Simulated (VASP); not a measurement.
# Al2CdO6 (Fm-3m) in VASP: single point with PBE

Aim: the single point of Al2CdO6 with PBE.

All numbers are computed with VASP 6.6.1; they aren't measurements. Logs are shortened: lines on timing, memory, paths and dates and some standing lists are left out, and cuts for length are marked.

**1. The cell of the first run**

It takes space group Fm-3m (No. 225, cubic). Conventional cell: a = 7.461 Å, b = 7.461 Å, c = 7.461 Å, α = 90.00°, β = 90.00°, γ = 90.00°. Within 2.5 Å of Al (site symmetry -43m) lie 6 O at 1.87 Å. Cd (site symmetry m-3m) has 12 O at 2.64 Å and 8 Al at 3.23 Å within 3.5 Å. Within 2.5 Å of O (site symmetry mmm) lie 2 Al at 1.87 Å.

**2. Single point, PBE, collinear spin, ferromagnetic start (atoms taken out)**

Input file INCAR:

```
PREC = Accurate
ENCUT = 520
EDIFF = 1E-6
ISMEAR = 0
SIGMA = 0.1
LREAL = F
LASPH = T
NELM = 150
ALGO = Normal
ISIF = 2
LWAVE = F
LCHARG = F
ISPIN = 2
MAGMOM = 0 0 0 0.65 0.65 0.65 0.65 0.65 0.65
LORBIT = 11
GGA = PE
NBANDS = 41
```

Input file KPOINTS:

```
regular mesh
0
Gamma
  10 10 10
```

Input file POSCAR:

```
Al2CdO6
1.0
    0.0000000000      3.7307199893      3.7307199893
    3.7307199893      0.0000000000      3.7307199893
    3.7307199893      3.7307199893      0.0000000000
Al Cd O
2 1 6
Direct
    0.7500000000      0.7500000000      0.7500000000
    0.2500000000      0.2500000000      0.2500000000
    0.0000000000      0.0000000000      0.0000000000
    0.5000000000      0.0000000000      0.0000000000
    0.0000000000      0.5000000000      0.5000000000
    0.0000000000      0.5000000000      0.0000000000
    0.5000000000      0.0000000000      0.5000000000
    0.0000000000      0.0000000000      0.5000000000
    0.5000000000      0.5000000000      0.0000000000
```

Potentials or basis: VASP PAW PBE potentials, release 64 (Al, Cd, O).

Run with:

```
> cat potpaw_PBE.64/Al/POTCAR potpaw_PBE.64/Cd/POTCAR potpaw_PBE.64/O/POTCAR > POTCAR
> mpirun -np 1 vasp_std > vasp.out
```

OUTCAR:

```text
PREC = Accurate
   ENCUT = 520
   EDIFF = 1E-6
   ISMEAR = 0
   LREAL = F
   LASPH = T
   NELM = 150
   ISIF = 2
   ISPIN = 2
   LORBIT = 11
   GGA = PE

 ion  position               nearest neighbor table
   1  0.750  0.750  0.750-   4 1.87   5 1.87   6 1.87   7 1.87   8 1.87   9 1.87   3 3.23   3 3.23
                             3 3.23   3 3.23
   2  0.250  0.250  0.250-   4 1.87   5 1.87   6 1.87   7 1.87   8 1.87   9 1.87   3 3.23   3 3.23
                             3 3.23   3 3.23
   3  0.000  0.000  0.000-   4 2.64   6 2.64   8 2.64   5 2.64   7 2.64   8 2.64   5 2.64   6 2.64
                             9 2.64   4 2.64   7 2.64   9 2.64   2 3.23   1 3.23   1 3.23   2 3.23
   4  0.500  0.000  0.000-   1 1.87   2 1.87   3 2.64   3 2.64
   5  0.000  0.500  0.500-   1 1.87   2 1.87   3 2.64   3 2.64
   6  0.000  0.500  0.000-   1 1.87   2 1.87   3 2.64   3 2.64
   7  0.500  0.000  0.500-   1 1.87   2 1.87   3 2.64   3 2.64
   8  0.000  0.000  0.500-   1 1.87   2 1.87   3 2.64   3 2.64
   9  0.500  0.500  0.000-   1 1.87   2 1.87   3 2.64   3 2.64

  LATTYP: Found a face centered cubic cell.
 ALAT       =     7.4614399786

  Lattice vectors:

 A1 = (   0.0000000000,   3.7307199893,   3.7307199893)
 A2 = (   3.7307199893,   0.0000000000,   3.7307199893)
 A3 = (   3.7307199893,   3.7307199893,   0.0000000000)

Analysis of symmetry for initial positions (statically):
=====================================================================
 Subroutine PRICEL returns:
 Original cell was already a primitive cell.

 Routine SETGRP: Setting up the symmetry group for a
 face centered cubic supercell.

 Subroutine GETGRP returns: Found 48 space group operations
 (whereof 48 operations were pure point group operations)
 out of a pool of 48 trial point group operations.

The static configuration has the point symmetry O_h .

Analysis of symmetry for dynamics (positions and initial velocities):
=====================================================================
 Subroutine PRICEL returns:
 Original cell was already a primitive cell.

 Routine SETGRP: Setting up the symmetry group for a
 face centered cubic supercell.

 Subroutine GETGRP returns: Found 48 space group operations
 (whereof 48 operations were pure point group operations)
 out of a pool of 48 trial point group operations.

The dynamic configuration has the point symmetry O_h .

Analysis of structural, dynamic, and magnetic symmetry:
=====================================================================
 Subroutine PRICEL returns:
 Original cell was already a primitive cell.

 Routine SETGRP: Setting up the symmetry group for a
 face centered cubic supercell.

 Subroutine GETGRP returns: Found 48 space group operations
 (whereof 48 operations were pure point group operations)
 out of a pool of 48 trial point group operations.

The overall configuration has the point symmetry O_h .

 Subroutine INISYM returns: Found 48 space group operations
 (whereof 48 operations are pure point group operations),
 and found     1 'primitive' translations

----------------------------------------------------------------------------------------

                                     Primitive cell

  volume of cell :     103.8503

  direct lattice vectors                    reciprocal lattice vectors
     0.000000000  3.730719989  3.730719989    -0.134022387  0.134022387  0.134022387
     3.730719989  0.000000000  3.730719989     0.134022387 -0.134022387  0.134022387
     3.730719989  3.730719989  0.000000000     0.134022387  0.134022387 -0.134022387

  length of vectors
     5.276034806  5.276034806  5.276034806     0.232133584  0.232133584  0.232133584

  position of ions in fractional coordinates (direct lattice)
     0.750000000  0.750000000  0.750000000
     0.250000000  0.250000000  0.250000000
     0.000000000  0.000000000  0.000000000
     0.500000000  0.000000000  0.000000000
     0.000000000  0.500000000  0.500000000
     0.000000000  0.500000000  0.000000000
     0.500000000  0.000000000  0.500000000
     0.000000000  0.000000000  0.500000000
     0.500000000  0.500000000  0.000000000

  ion indices of the primitive-cell ions
   primitive index   ion index
[... 63 lines left out ...]
   k-points           NKPTS =     47   k-points in BZ     NKDIM =     47   number of bands    NBANDS=     41
   number of dos      NEDOS =    301   number of ions     NIONS =      9
   total plane-waves  NPLWV =  64000
   dimension x,y,z NGX =    40 NGY =   40 NGZ =   40
   dimension x,y,z NGXF=    80 NGYF=   80 NGZF=   80
   ions per type =               2   1   6
   NGX,Y,Z   is equivalent  to a cutoff of  12.60, 12.60, 12.60 a.u.
   NGXF,Y,Z  is equivalent  to a cutoff of  25.21, 25.21, 25.21 a.u.
 SYSTEM =  unknown system
   PREC   = accura    normal or accurate (medium, high low for compatibility)
   ISTART =      0    job   : 0-new  1-cont  2-samecut
   ICHARG =      2    charge: 1-file 2-atom 10-const
   ISPIN  =      2    spin polarized calculation?
   LNONCOLLINEAR =      F non collinear calculations
   LSORBIT =      F    spin-orbit coupling
   LASPH  =      T    aspherical Exc in radial PAW
   ENCUT  =  520.0 eV  38.22 Ry    6.18 a.u.   9.81  9.81  9.81*2*pi/ulx,y,z
   NELM   =    150;   NELMIN=  2; NELMDL= -5     # of ELM steps
   EDIFF  = 0.1E-05   stopping-criterion for ELM
   LREAL  =      F    real-space projection
[... 7 lines left out ...]
   TEBEG  =    0.0;   TEEND  =   0.0 temperature during run
   PSTRESS=    0.0 pullay stress
   NELECT =      54.0000    total number of electrons
   NUPDOWN=      -1.0000    fix difference up-down
   EMIN   =  10.00;   EMAX   =-10.00  energy-range for DOS
   EFERMI =   0.00;   METHOD = LEGACY
   ISMEAR =     0;   SIGMA  =   0.10  broadening in eV -4-tet -1-fermi 0-gaus
   EFERMI_NEDOS =   21; number of points for ismear=-14 and -15
   IALGO  =     38    algorithm
   IMIX   =      4    mixing-type and parameters
     AMIX     =   0.40;   BMIX     =  1.00
     AMIX_MAG =   1.60;   BMIX_MAG =  1.00
  volume/ion in A,a.u.               =      11.54        77.87
  Fermi-wavevector in a.u.,A,eV,Ry     =   1.316447  2.487724 23.579347  1.733033
  Thomas-Fermi vector in A             =   2.446559
   LORBIT       =     11    0 simple, 1 ext, 2 COOP (PROOUT), +10 PAW based schemes
   GGA     = PE    functional components
   LHFCALC =     F    Hartree Fock is set to
   AEXX    =    0.0000 exact exchange contribution
   IVDW    =     0    specifies the selected vdW correction
   LEPSILON=     F    determine dielectric tensor
   LRPA    =     F    only Hartree local field effects (RPA)
 spin polarized calculation
 Gauss-broadening in eV      SIGMA  =   0.10
  energy-cutoff  :      520.00
  volume of cell :      103.85
 maximum number of plane-waves:      2818
   NGX = 19   NGY = 19   NGZ = 19

 number of electron      54.0000006 magnetization       4.0000000

 Free energy of the ion-electron system (eV)
  ---------------------------------------------------
  ext. energy  EPLUGINS =         0.00000000
  ---------------------------------------------------
  free energy    TOTEN  =       -50.53045377 eV

  energy without entropy =      -50.50340925  energy(sigma->0) =      -50.51693151

 E-fermi :   1.9141     XC(G=0): -10.3491

 val. band max:        1.9051037235   @ k =   0.4000   0.3000   0.1000
 cond. band min:       1.9156428962   @ k =  -0.4000   0.4000   0.0000
 fundamental gap:      0.0105391727
 Fermi energy:         1.9140718661

 spin component 1

 k-point     1 :       0.0000    0.0000    0.0000
  band No.  band energies     occupation
      1     -17.0516      1.00000
      2     -15.4062      1.00000
      3     -15.4062      1.00000
      4     -15.4062      1.00000
      5     -14.7497      1.00000
      6     -14.7497      1.00000
[... 997 lines left out ...]
     38      15.5428      0.00000
     39      16.0228      0.00000

 [... further k-points ...]

 spin component 2

 k-point     1 :       0.0000    0.0000    0.0000
  band No.  band energies     occupation
      1     -16.1485      1.00000
      2     -14.3619      1.00000
      3     -14.3619      1.00000
      4     -14.3619      1.00000
      5     -13.6433      1.00000
      6     -13.6433      1.00000
[... 997 lines left out ...]
     38      15.7779      0.00000
     39      16.3700      0.00000

 [... further k-points ...]

 [bands above 39 left out]

------------------------ aborting loop because EDIFF is reached ----------------------------------------

  FORCE on cell =-STRESS in cart. coord.  units (eV):
  Direction    XX          YY          ZZ          XY          YZ          ZX
  --------------------------------------------------------------------------------------
  -------------------------------------------------------------------------------------
  Total        0.0289518      0.0289518      0.0289518      0.0000000     -0.0000000      0.0000000
  in kB        0.4466618      0.4466618      0.4466618      0.0000000     -0.0000000      0.0000000
  external PRESSURE =       0.4466618 kB  Pullay stress =       0.0000000 kB

 VOLUME and BASIS-vectors are now :
 -----------------------------------------------------------------------------
  energy-cutoff  :      520.00
  volume of cell :      103.85
      direct lattice vectors                 reciprocal lattice vectors
     0.000000000  3.730719989  3.730719989    -0.134022387  0.134022387  0.134022387
     3.730719989  0.000000000  3.730719989     0.134022387 -0.134022387  0.134022387
     3.730719989  3.730719989  0.000000000     0.134022387  0.134022387 -0.134022387

 POSITION                                       TOTAL-FORCE (eV/Angst)
 -----------------------------------------------------------------------------------
      5.59608      5.59608      5.59608         0.000000      0.000000     -0.000000
      1.86536      1.86536      1.86536        -0.000000     -0.000000     -0.000000
      0.00000      0.00000      0.00000         0.000000     -0.000000      0.000000
      0.00000      1.86536      1.86536         0.000000     -0.000000      0.000000
      3.73072      1.86536      1.86536         0.000000     -0.000000      0.000000
      1.86536      0.00000      1.86536         0.000000     -0.000000      0.000000
      1.86536      3.73072      1.86536         0.000000     -0.000000      0.000000
      1.86536      1.86536      0.00000         0.000000     -0.000000      0.000000
      1.86536      1.86536      3.73072         0.000000     -0.000000      0.000000
 -----------------------------------------------------------------------------------
    total drift:                                0.000000     -0.000000      0.000000

  FREE ENERGIE OF THE ION-ELECTRON SYSTEM (eV)
  ---------------------------------------------------
  free  energy   TOTEN  =       -50.5304537745 eV

  energy  without entropy=      -50.5034092493  energy(sigma->0) =      -50.51693151

 total charge

# of ion       s       p       d       tot
------------------------------------------
    1        0.305   0.414   0.000   0.718
    2        0.305   0.414   0.000   0.718
    3        0.242   0.164   9.636  10.042
    4        1.581   3.378   0.000   4.959
    5        1.581   3.378   0.000   4.959
    6        1.581   3.378   0.000   4.959
    7        1.581   3.378   0.000   4.959
    8        1.581   3.378   0.000   4.959
    9        1.581   3.378   0.000   4.959
--------------------------------------------------
tot         10.338  21.260   9.636  41.234

 magnetization (x)

# of ion       s       p       d       tot
------------------------------------------
    1       -0.008  -0.011   0.000  -0.019
    2       -0.008  -0.011   0.000  -0.019
    3       -0.024  -0.011   0.016  -0.020
    4        0.008   0.569   0.000   0.577
    5        0.008   0.569   0.000   0.577
    6        0.008   0.569   0.000   0.577
    7        0.008   0.569   0.000   0.577
    8        0.008   0.569   0.000   0.577
    9        0.008   0.569   0.000   0.577
--------------------------------------------------
tot          0.007   3.381   0.016   3.404
```

Wall time 6.2 min (1 thread of Intel Xeon Platinum 8488C (Sapphire Rapids), shared host); peak memory 0.47 GiB.

What came out:

```yaml
Free_energy: -50.5305 eV
Pressure: 0.0 GPa
Band_gap_on_the_k_mesh: zero (filled and empty bands overlap)
Net_moment: 4.00 μB per cell
Site_moments: Al -0.02; Cd -0.02; O +0.58 μB
Valence_electrons_inside_the_program's_atomic_spheres: Al 0.72; Cd 10.04; O 4.96
```

Caveat: the cell differs from its parent crystal (atoms taken out).
